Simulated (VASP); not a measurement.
A run of VASP 6.6.1:

INCAR

```
SYSTEM = HgPd
ALGO = Normal ; EDIFF = 1E-6
ENCUT = 520 ; ISIF = 2
ISMEAR = 0 ; LASPH = .TRUE.
LCHARG = .FALSE. ; LREAL = .FALSE.
LWAVE = .FALSE. ; NBANDS = 18
NELM = 100 ; PREC = Accurate
SIGMA = 0.15
```

File KPOINTS:

```
k-points
0
G
  16 16 14
  0 0 0
```

File POSCAR:

```
HgPd
1.0
    3.0299525574      0.0000000000      0.0000000000
    0.0000000000      3.1663004225      0.0000000000
    0.0000000000      0.0000000000      3.6920000000
Hg Pd
1 1
Direct
    0.0000000000      0.0000000000      0.0000000000
    0.5000000000      0.5000000000      0.5000000000
```

Potentials or basis: VASP PAW LDA potentials, release 64 (Hg, Pd).

The run is started by

```sh
$ cat potpaw_LDA.64/Hg/POTCAR potpaw_LDA.64/Pd/POTCAR > POTCAR
$ mpirun -np 1 vasp_std > vasp.out
```

Hardware: 1 thread of Intel(R) Xeon(R) Platinum 8488C (Sapphire Rapids), with other jobs on the host.

Problem. Estimate the wall time of this run.

Solution. It took 100 s on 1 thread of Intel(R) Xeon(R) Platinum 8488C (Sapphire Rapids) (shared host), peak memory 0.49 GiB. Counts: scf iterations 12, k points 648.
